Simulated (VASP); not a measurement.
# TiAl (Pm-3m) in VASP: notebook

The runs below take TiAl through single point, with LDA, revPBE, BLYP.

All numbers are computed with VASP 6.6.1; they aren't measurements. Logs are shortened: lines on timing, memory, paths and dates and some standing lists are left out, and cuts for length are marked.

**1. The cell of the first run**

Symmetry: Pm-3m, No. 221, cubic system. Conventional cell: a = 3.179 Å, b = 3.179 Å, c = 3.179 Å, α = 90.00°, β = 90.00°, γ = 90.00°. Within 3.6 Å of Ti (site symmetry m-3m) lie 8 Al at 2.75 Å and 6 Ti at 3.18 Å. Within 3.6 Å of Al (site symmetry m-3m) lie 8 Ti at 2.75 Å and 6 Al at 3.18 Å.

**2. Single point, LDA**

INCAR reads:

```
ALGO = Normal
EDIFF = 1E-7
ENCUT = 520
ISIF = 2
ISMEAR = -1
LASPH = True
LCHARG = False
LREAL = False
LWAVE = False
NBANDS = 14
NELM = 60
PREC = Accurate
SIGMA = 0.05
```

KPOINTS reads:

```
k-points
0
Gamma
  8 8 8
```

POSCAR reads:

```
TiAl
1.0
    3.1790640000      0.0000000000      0.0000000000
    0.0000000000      3.1790640000      0.0000000000
    0.0000000000      0.0000000000      3.1790640000
Ti Al
1 1
Direct
    0.0000000000      0.0000000000      0.0000000000
    0.5000000000      0.5000000000      0.5000000000
```

Potentials or basis: VASP PAW LDA potentials, release 64 (Ti_sv, Al).

Command:

```
$ cat potpaw_LDA.64/Ti_sv/POTCAR potpaw_LDA.64/Al/POTCAR > POTCAR
$ mpirun -np 1 vasp_std > vasp.out
```

OUTCAR:

```text
EDIFF = 1E-7
   ENCUT = 520
   ISIF = 2
   ISMEAR = -1
   LASPH = True
   LREAL = False
   NELM = 60
   PREC = Accurate

 ion  position               nearest neighbor table
   1  0.000  0.000  0.000-   2 2.75   2 2.75   2 2.75   2 2.75   2 2.75   2 2.75   2 2.75   2 2.75

   2  0.500  0.500  0.500-   1 2.75   1 2.75   1 2.75   1 2.75   1 2.75   1 2.75   1 2.75   1 2.75

  LATTYP: Found a simple cubic cell.
 ALAT       =     3.1790640000

  Lattice vectors:

 A1 = (   3.1790640000,   0.0000000000,   0.0000000000)
 A2 = (   0.0000000000,   3.1790640000,   0.0000000000)
 A3 = (   0.0000000000,   0.0000000000,   3.1790640000)

Analysis of symmetry for initial positions (statically):
=====================================================================
 Subroutine PRICEL returns:
 Original cell was already a primitive cell.

 Routine SETGRP: Setting up the symmetry group for a
 simple cubic supercell.

 Subroutine GETGRP returns: Found 48 space group operations
 (whereof 48 operations were pure point group operations)
 out of a pool of 48 trial point group operations.

The static configuration has the point symmetry O_h .

Analysis of symmetry for dynamics (positions and initial velocities):
=====================================================================
 Subroutine PRICEL returns:
 Original cell was already a primitive cell.

 Routine SETGRP: Setting up the symmetry group for a
 simple cubic supercell.

 Subroutine GETGRP returns: Found 48 space group operations
 (whereof 48 operations were pure point group operations)
 out of a pool of 48 trial point group operations.

The dynamic configuration has the point symmetry O_h .

 Subroutine INISYM returns: Found 48 space group operations
 (whereof 48 operations are pure point group operations),
 and found     1 'primitive' translations

----------------------------------------------------------------------------------------

                                     Primitive cell

  volume of cell :      32.1290

  direct lattice vectors                    reciprocal lattice vectors
     3.179064000  0.000000000  0.000000000     0.314557996  0.000000000  0.000000000
     0.000000000  3.179064000  0.000000000     0.000000000  0.314557996  0.000000000
     0.000000000  0.000000000  3.179064000     0.000000000  0.000000000  0.314557996

  length of vectors
     3.179064000  3.179064000  3.179064000     0.314557996  0.314557996  0.314557996

  position of ions in fractional coordinates (direct lattice)
     0.000000000  0.000000000  0.000000000
     0.500000000  0.500000000  0.500000000

  ion indices of the primitive-cell ions
   primitive index   ion index
                 1           1
[... 81 lines left out ...]
   POTIM  = 0.5000    time-step for ionic-motion
   TEBEG  =    0.0;   TEEND  =   0.0 temperature during run
   PSTRESS=    0.0 pullay stress
   NELECT =      15.0000    total number of electrons
   NUPDOWN=      -1.0000    fix difference up-down
   EMIN   =  10.00;   EMAX   =-10.00  energy-range for DOS
   EFERMI =   0.00;   METHOD = LEGACY
   ISMEAR =    -1;   SIGMA  =   0.05  broadening in eV -4-tet -1-fermi 0-gaus
   EFERMI_NEDOS =   21; number of points for ismear=-14 and -15
   IALGO  =     38    algorithm
   IMIX   =      4    mixing-type and parameters
     AMIX     =   0.40;   BMIX     =  1.00
     AMIX_MAG =   1.60;   BMIX_MAG =  1.00
  volume/ion in A,a.u.               =      16.06       108.41
  Fermi-wavevector in a.u.,A,eV,Ry     =   1.270007  2.399964 21.945065  1.612917
  Thomas-Fermi vector in A             =   2.403017
   LORBIT       =      0    0 simple, 1 ext, 2 COOP (PROOUT), +10 PAW based schemes
   GGA     = CA    functional components
   LHFCALC =     F    Hartree Fock is set to
   AEXX    =    0.0000 exact exchange contribution
   IVDW    =     0    specifies the selected vdW correction
   LEPSILON=     F    determine dielectric tensor
   LRPA    =     F    only Hartree local field effects (RPA)
 non-spin polarized calculation
  energy-cutoff  :      520.00
  volume of cell :       32.13
 maximum number of plane-waves:       912
 NGX is ok and might be reduce to    24
   NGX = 11   NGY = 11   NGZ = 11

 number of electron      14.9999994 magnetization

 Free energy of the ion-electron system (eV)
  ---------------------------------------------------
  ext. energy  EPLUGINS =         0.00000000
  ---------------------------------------------------
  free energy    TOTEN  =       -13.27459014 eV

  energy without entropy =      -13.25054870  energy(sigma->0) =      -13.26256942

 E-fermi :   8.5245     XC(G=0): -11.3151

 val. band max:        8.4851740825   @ k =   0.3750   0.2500   0.1250
 cond. band min:       8.5376316338   @ k =   0.3750   0.3750   0.2500
 fundamental gap:      0.0524575513
 Fermi energy:         8.5244784578

 k-point     1 :       0.0000    0.0000    0.0000
  band No.  band energies     occupation
      1     -47.6661      2.00000
      2     -24.2512      2.00000
      3     -24.2512      2.00000
      4     -24.2512      2.00000
      5      -0.6711      2.00000
      6       7.1115      2.00000
      7       7.1115      2.00000
      8      10.2751      0.00000
      9      10.2751      0.00000
     10      10.2751      0.00000
     11      12.9413      0.00000
     12      12.9413      0.00000
     13      12.9413      0.00000
     14      17.4301      0.00000
[... 377 lines left out ...]
      1     -47.6351      2.00000
      2     -24.4034      2.00000
      3     -24.3756      2.00000
      4     -24.2462      2.00000
      5       3.4955      2.00000
      6       5.5827      2.00000
      7       6.6079      2.00000
      8       7.9691      1.99997
      9       9.4006      0.00000
     10       9.4185      0.00000
     11      11.3772      0.00000
     12      13.1384      0.00000
     13      13.6412      0.00000
     14      15.9183      0.00000

 [... further k-points ...]
[... 5 lines left out ...]
  --------------------------------------------------------------------------------------
  -------------------------------------------------------------------------------------
  Total       -1.1376028     -1.1376028     -1.1376028     -0.0000000     -0.0000000      0.0000000
  in kB      -56.7287759    -56.7287759    -56.7287759     -0.0000000     -0.0000000      0.0000000
  external PRESSURE =     -56.7287759 kB  Pullay stress =       0.0000000 kB

 VOLUME and BASIS-vectors are now :
 -----------------------------------------------------------------------------
  energy-cutoff  :      520.00
  volume of cell :       32.13
      direct lattice vectors                 reciprocal lattice vectors
     3.179064000  0.000000000  0.000000000     0.314557996  0.000000000  0.000000000
     0.000000000  3.179064000  0.000000000     0.000000000  0.314557996  0.000000000
     0.000000000  0.000000000  3.179064000     0.000000000  0.000000000  0.314557996

 POSITION                                       TOTAL-FORCE (eV/Angst)
 -----------------------------------------------------------------------------------
      0.00000      0.00000      0.00000         0.000000      0.000000      0.000000
      1.58953      1.58953      1.58953         0.000000      0.000000      0.000000
 -----------------------------------------------------------------------------------
    total drift:                                0.000000      0.000000      0.000000

  FREE ENERGIE OF THE ION-ELECTRON SYSTEM (eV)
  ---------------------------------------------------
  free  energy   TOTEN  =       -13.2745901415 eV

  energy  without entropy=      -13.2505486961  energy(sigma->0) =      -13.26256942
```

OSZICAR:

```text
N       E                     dE             d eps       ncg     rms          rms(c)
DAV:   1     0.996970044781E+02    0.99697E+02   -0.71862E+03   986   0.107E+03
DAV:   2    -0.928785690924E+01   -0.10898E+03   -0.10507E+03  1040   0.302E+02
DAV:   3    -0.147295119981E+02   -0.54417E+01   -0.52798E+01  1412   0.650E+01
DAV:   4    -0.149067994734E+02   -0.17729E+00   -0.17676E+00  1162   0.103E+01
DAV:   5    -0.149129871474E+02   -0.61877E-02   -0.61873E-02  1388   0.181E+00    0.960E+00
DAV:   6    -0.133820013869E+02    0.15310E+01   -0.51202E+00  1116   0.305E+01    0.284E+00
DAV:   7    -0.132915707778E+02    0.90431E-01   -0.48835E-01  1102   0.933E+00    0.171E+00
DAV:   8    -0.132775683844E+02    0.14002E-01   -0.57352E-02  1312   0.220E+00    0.579E-01
DAV:   9    -0.132744670613E+02    0.31013E-02   -0.96571E-03  1136   0.131E+00    0.163E-01
DAV:  10    -0.132745908540E+02   -0.12379E-03   -0.38877E-04  1132   0.212E-01    0.249E-02
DAV:  11    -0.132745914026E+02   -0.54864E-06   -0.91896E-05  1408   0.827E-02    0.126E-02
DAV:  12    -0.132745905056E+02    0.89703E-06   -0.20730E-06  1076   0.165E-02    0.594E-03
DAV:  13    -0.132745901438E+02    0.36175E-06   -0.67333E-07  1398   0.564E-03    0.727E-04
DAV:  14    -0.132745901415E+02    0.23040E-08   -0.29687E-08   602   0.180E-03
   1 F= -.13274590E+02 E0= -.13262569E+02  d E =-.240414E-01
```

stdout:

```text
POSCAR found type information on POSCAR TiAl
 POSCAR found :  2 types and       2 ions
 scaLAPACK will be used
 LDA part: xc-table for (Slater(with rela. corr.)+CA(PZ))
 , standard interpolation
 POSCAR, INCAR and KPOINTS ok, starting setup
 FFT: planning ... GRIDC
 FFT: planning ... GRID_SOFT
 FFT: planning ... GRID
 WAVECAR not read
 entering main loop
```

It took 7.6 s on 1 thread of Intel Xeon 6975P-C (Granite Rapids), shared host; peak memory 0.13 GiB.

What came out:

- Free energy: -13.2746 eV
- Pressure: -5.7 GPa

Levels at points of the mesh, in eV from the Fermi level:
```csv
k point,band 3,band 4,band 5,band 6,band 7,band 8,band 9,band 10,band 11,band 12
"(0.00, 0.00, 0.00)",-32.78,-32.78,-9.20,-1.41,-1.41,1.75,1.75,1.75,4.42,4.42
"(0.50, 0.00, 0.00)",-32.76,-32.76,-5.97,-5.12,-0.54,0.11,0.11,1.95,2.99,6.62
"(0.50, 0.50, 0.00)",-32.93,-32.74,-5.01,-2.01,-2.01,-1.44,0.67,0.67,2.74,4.71
"(0.50, 0.50, 0.50)",-32.91,-32.91,-3.08,-3.08,-3.08,0.57,2.80,2.80,3.00,3.00
```

**3. Single point, revPBE**

This run uses another cell than the first one, of 16.49 Å³/atom, 1.026 times its volume.

INCAR reads:

```
SYSTEM = TiAl
ALGO = Normal
EDIFF = 1E-6
ENCUT = 520
GGA = RE
ISIF = 2
ISMEAR = -1
LASPH = .True.
LCHARG = .True.
LELF = .True.
LREAL = .False.
LVHAR = .True.
LWAVE = .False.
NBANDS = 14
NELM = 80
PREC = Accurate
SIGMA = 0.05
```

KPOINTS reads:

```
k-points
0
Gamma
  8 8 8
  0 0 0
```

POSCAR reads:

```
TiAl
1.0
    3.2065884548      0.0000000000      0.0000000000
    0.0000000000      3.2065884548      0.0000000000
    0.0000000000      0.0000000000      3.2065884548
Ti Al
1 1
Direct
    0.0000000000      0.0000000000      0.0000000000
    0.5000000000      0.5000000000      0.5000000000
```

Potentials or basis: VASP PAW PBE potentials, release 64 (Ti_sv, Al).

Command:

```
$ cat potpaw_PBE.64/Ti_sv/POTCAR potpaw_PBE.64/Al/POTCAR > POTCAR
$ mpirun -np 1 vasp_std > vasp.out
```

Wall time 6 s (1 thread of Intel Xeon 6975P-C, shared host); peak memory 0.14 GiB.

It converged, with:

* Free energy: -11.5966 eV
* Pressure: -0.2 GPa

Levels at points of the mesh, in eV from the Fermi level:
```tsv
k point	band 4	band 5	band 6	band 7	band 8	band 9	band 10	band 11
(0.00, 0.00, 0.00)	-33.21	-9.17	-1.39	-1.39	1.76	1.76	1.76	4.30
(0.50, 0.00, 0.00)	-33.20	-6.01	-5.13	-0.53	0.16	0.16	1.95	2.87
(0.50, 0.50, 0.00)	-33.18	-4.93	-2.12	-2.12	-1.45	0.71	0.71	2.63
(0.50, 0.50, 0.50)	-33.32	-3.02	-3.02	-3.02	0.54	2.69	2.69	2.82
```

Caveat: the PAW data sets were made with another functional, which shifts forces and pressure a little.

**4. Single point, BLYP**

INCAR reads:

```
SYSTEM = TiAl
  AGGAC = 1.0
  AGGAX = 1.0
  ALDAC = 0.0
  ALDAX = 1.0
  ALGO = Normal
  EDIFF = 1E-7
  ENCUT = 520
  GGA = B5
  ISIF = 2
  ISMEAR = -1
  LASPH = .True.
  LCHARG = .False.
  LREAL = .False.
  LWAVE = .False.
  NBANDS = 14
  NELM = 80
  PREC = Accurate
  SIGMA = 0.05
```

KPOINTS is that of step 3.

POSCAR reads:

```
TiAl
1.0
    3.1790640000      0.0000000000      0.0000000000
    0.0000000000      3.1790640000      0.0000000000
    0.0000000000      0.0000000000      3.1790640000
Ti Al
1 1
Direct
    0.0000000000      0.0000000000      0.0000000000
    0.5000000000      0.5000000000      0.5000000000
```

Potentials or basis: VASP PAW PBE potentials, release 64 (Ti_sv, Al).

Command:

```
$ cat potpaw_PBE.64/Ti_sv/POTCAR potpaw_PBE.64/Al/POTCAR > POTCAR
$ mpirun -np 1 vasp_std > vasp.out
```

OUTCAR:

```text
SYSTEM = TiAl
   EDIFF = 1E-7
   ENCUT = 520
   GGA = B5
   ISIF = 2
   ISMEAR = -1
   LASPH = .True.
   LREAL = .False.
   NELM = 80
   PREC = Accurate

 ion  position               nearest neighbor table
   1  0.000  0.000  0.000-   2 2.75   2 2.75   2 2.75   2 2.75   2 2.75   2 2.75   2 2.75   2 2.75

   2  0.500  0.500  0.500-   1 2.75   1 2.75   1 2.75   1 2.75   1 2.75   1 2.75   1 2.75   1 2.75

  LATTYP: Found a simple cubic cell.
 ALAT       =     3.1790640000

  Lattice vectors:

 A1 = (   3.1790640000,   0.0000000000,   0.0000000000)
 A2 = (   0.0000000000,   3.1790640000,   0.0000000000)
 A3 = (   0.0000000000,   0.0000000000,   3.1790640000)

Analysis of symmetry for initial positions (statically):
=====================================================================
 Subroutine PRICEL returns:
 Original cell was already a primitive cell.

 Routine SETGRP: Setting up the symmetry group for a
 simple cubic supercell.

 Subroutine GETGRP returns: Found 48 space group operations
 (whereof 48 operations were pure point group operations)
 out of a pool of 48 trial point group operations.

The static configuration has the point symmetry O_h .

Analysis of symmetry for dynamics (positions and initial velocities):
=====================================================================
 Subroutine PRICEL returns:
 Original cell was already a primitive cell.

 Routine SETGRP: Setting up the symmetry group for a
 simple cubic supercell.

 Subroutine GETGRP returns: Found 48 space group operations
 (whereof 48 operations were pure point group operations)
 out of a pool of 48 trial point group operations.

The dynamic configuration has the point symmetry O_h .

 Subroutine INISYM returns: Found 48 space group operations
 (whereof 48 operations are pure point group operations),
 and found     1 'primitive' translations

----------------------------------------------------------------------------------------

[... 116 lines left out ...]
   LORBIT       =      0    0 simple, 1 ext, 2 COOP (PROOUT), +10 PAW based schemes
   GGA     = B5    functional components
   LHFCALC =     F    Hartree Fock is set to
   AEXX    =    0.0000 exact exchange contribution
   IVDW    =     0    specifies the selected vdW correction
   LEPSILON=     F    determine dielectric tensor
   LRPA    =     F    only Hartree local field effects (RPA)
 non-spin polarized calculation
  energy-cutoff  :      520.00
  volume of cell :       32.13
 maximum number of plane-waves:       912
 NGX is ok and might be reduce to    24
   NGX = 11   NGY = 11   NGZ = 11

 number of electron      14.9999994 magnetization

 Free energy of the ion-electron system (eV)
  ---------------------------------------------------
  ext. energy  EPLUGINS =         0.00000000
  ---------------------------------------------------
  free energy    TOTEN  =        -9.96596349 eV

  energy without entropy =       -9.94396120  energy(sigma->0) =       -9.95496234

 E-fermi :   9.2290     XC(G=0): -10.5657

 val. band max:        9.1789964450   @ k =   0.3750   0.1250   0.1250
 cond. band min:       9.2674898099   @ k =   0.3750   0.3750   0.2500
 fundamental gap:      0.0884933649
 Fermi energy:         9.2290195788

 k-point     1 :       0.0000    0.0000    0.0000
  band No.  band energies     occupation
      1     -47.4443      2.00000
      2     -23.8119      2.00000
      3     -23.8119      2.00000
      4     -23.8119      2.00000
      5       0.0373      2.00000
      6       7.7884      2.00000
      7       7.7884      2.00000
      8      10.9833      0.00000
      9      10.9834      0.00000
     10      10.9834      0.00000
     11      13.6736      0.00000
     12      13.6736      0.00000
     13      13.6736      0.00000
     14      18.0372      0.00000
[... 377 lines left out ...]
      1     -47.4146      2.00000
      2     -23.9592      2.00000
      3     -23.9324      2.00000
      4     -23.8073      2.00000
      5       4.1724      2.00000
      6       6.3174      2.00000
      7       7.3294      2.00000
      8       8.6777      1.99997
      9      10.1352      0.00000
     10      10.1408      0.00000
     11      11.9627      0.00000
     12      13.7591      0.00000
     13      14.3564      0.00000
     14      16.5674      0.00000

 [... further k-points ...]
[... 5 lines left out ...]
  --------------------------------------------------------------------------------------
  -------------------------------------------------------------------------------------
  Total        0.7881545      0.7881545      0.7881545     -0.0000000     -0.0000000      0.0000000
  in kB       39.3028589     39.3028589     39.3028589     -0.0000000     -0.0000000      0.0000000
  external PRESSURE =      39.3028589 kB  Pullay stress =       0.0000000 kB

 VOLUME and BASIS-vectors are now :
 -----------------------------------------------------------------------------
  energy-cutoff  :      520.00
  volume of cell :       32.13
      direct lattice vectors                 reciprocal lattice vectors
     3.179064000  0.000000000  0.000000000     0.314557996  0.000000000  0.000000000
     0.000000000  3.179064000  0.000000000     0.000000000  0.314557996  0.000000000
     0.000000000  0.000000000  3.179064000     0.000000000  0.000000000  0.314557996

 POSITION                                       TOTAL-FORCE (eV/Angst)
 -----------------------------------------------------------------------------------
      0.00000      0.00000      0.00000         0.000000      0.000000      0.000000
      1.58953      1.58953      1.58953         0.000000      0.000000      0.000000
 -----------------------------------------------------------------------------------
    total drift:                                0.000000      0.000000      0.000000

  FREE ENERGIE OF THE ION-ELECTRON SYSTEM (eV)
  ---------------------------------------------------
  free  energy   TOTEN  =        -9.9659634867 eV

  energy  without entropy=       -9.9439612006  energy(sigma->0) =       -9.95496234
```

Wall time 13 s (1 thread of Intel Xeon 6975P-C, shared host); peak memory 0.15 GiB.

What came out:

```
Free energy : -9.9660 eV
Pressure    : 3.9 GPa
```

Caveat: the PAW data sets were made with another functional, which shifts forces and pressure a little.

**5. The runs side by side**

| level | potentials or basis | cell | gap on the mesh (eV) | pressure (GPa) |
| --- | --- | --- | --- | --- |
| LDA | VASP PAW LDA potentials, release 64 (Ti_sv, Al) | a = 3.179 Å, 2 atoms | none | -5.7 |
| revPBE | VASP PAW PBE potentials, release 64 (Ti_sv, Al) | a = 3.207 Å, 2 atoms | none | -0.2 |
| BLYP | VASP PAW PBE potentials, release 64 (Ti_sv, Al) | a = 3.179 Å, 2 atoms | none | 3.9 |

Alike in all rows: task single point; no spin polarisation; k mesh 8 × 8 × 8; cutoff (eV) 520; smearing fermi-dirac 0.05 eV.

Caveats: the PAW data sets were made with another functional, which shifts forces and pressure a little (some runs).

Absolute energies hang on the potentials; compare differences alone.
